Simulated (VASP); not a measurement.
Crystal: Se.

```xyz
3
Lattice="4.3662 0.0000 0.0000 -2.1831 3.7812 0.0000 0.0000 0.0000 4.9536" Properties=species:S:1:pos:R:3 pbc="T T T"
Se    1.6317    2.8274   -0.0317
Se   -0.5034    0.9323    3.2926
Se    0.9662   -0.0053    1.6771
```

This cell differs from its parent crystal: atoms moved at random.

- Program: VASP 6.6.1
- Task: relaxation of the atoms
- Functional: rSCAN
- Potentials or basis: VASP PAW PBE potentials, release 64 (Se)
- Cutoff: 270 eV
- k mesh: 4 × 4 × 3
- Occupations: gaussian, width 0.03 eV
- Spin: no spin polarisation

At the start: pressure -1.6 GPa; volume 27.26 Å³/atom.

Where does the relaxation end?

Over 12 steps the energy falls by 32.6 meV/atom; space group P1 (No. 1, to 0.1 Å) before, P3_121 (No. 152, to 0.1 Å).

The path:
```
step  energy change (eV)  largest force (eV/Å)  pressure (GPa)
   1              0.0000                0.9995           -1.61
   2             -0.0733                0.5205           -0.08
   3             -0.0923                0.2078            1.30
   4             -0.0956                0.1112            1.17
   5             -0.0971                0.0892            1.02
   6             -0.0976                0.0171            1.03
   7             -0.0976                0.0146            1.03
   8             -0.0976                0.0156            1.03
   9             -0.0977                0.0106            1.05
  10             -0.0977                0.0157            1.09
  11             -0.0977                0.0130            1.08
  12             -0.0977                0.0044            1.05
```

Final structure:
```
Se
1.0
     4.36620    0.00000    0.00000
    -2.18310    3.78124    0.00000
     0.00000    0.00000    4.95360
Se
3
Cartesian
  1.6592 2.9173 4.9485
  3.8427 0.8465 3.2972
  -1.2244 3.7717 1.6460
```

Caveat: the k points lie up to 0.42 Å⁻¹ apart; the cell differs from its parent crystal (atoms moved at random); the PAW data sets were made with another functional, which shifts forces and pressure a little.
